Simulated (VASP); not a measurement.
Write the native input for VASP 6.6.1 that does the following.

* Task: single point
* Functional: PBE
* Potentials or basis: VASP PAW PBE potentials, release 64 (W_sv, C, S)
* Cutoff: 520 eV
* k mesh: 6 × 6 × 1
* Occupations: gaussian, width 0.1 eV
* Spin: no spin polarisation
* Dipole correction: yes
* Further INCAR settings: ALGO = Normal; EDIFF = 1e-06; NBANDS = 19

The structure of WCS lies in POSCAR:

```
WCS
1.0
    2.9710989000      0.0000000000      0.0000000000
   -1.4855489800      2.5730470400      0.0000000000
    0.0000000000      0.0000000000     17.0000000000
W C S
1 1 1
Direct
    0.0000000000      0.0000000000      0.5091295000
    0.3333333300      0.6666666700      0.5818339900
    0.3333333300      0.6666666700      0.4181660100
```

These files were run (other wordings do the same):

INCAR

```
SYSTEM = WCS
ALGO = Normal
DIPOL = 0.5 0.5 0.503
EDIFF = 1E-6
ENCUT = 520
GGA = PE
IDIPOL = 3
ISIF = 2
ISMEAR = 0
LASPH = .True.
LCHARG = .False.
LDIPOL = .True.
LREAL = .False.
LWAVE = .False.
NBANDS = 19
NELM = 60
PREC = Accurate
SIGMA = 0.1
```

KPOINTS

```
k-points
0
Gamma
  6 6 1
  0 0 0
```

Potentials or basis: VASP PAW PBE potentials, release 64 (W_sv, C, S).

Launch:

```console
$ cat potpaw_PBE.64/W_sv/POTCAR potpaw_PBE.64/C/POTCAR potpaw_PBE.64/S/POTCAR > POTCAR
$ mpirun -np 1 vasp_std > vasp.out
```

It gave:

```
Largest force          : 6.937 eV/Å
Band gap on the k mesh : 0.45 eV (least direct gap 0.73 eV)
```

Caveat: spin-orbit coupling is left out, which moves the levels of the heavy elements.

Wall time 77 s on 1 thread of Intel Xeon 8259CL, with other jobs on the host, peak memory 0.22 GiB.
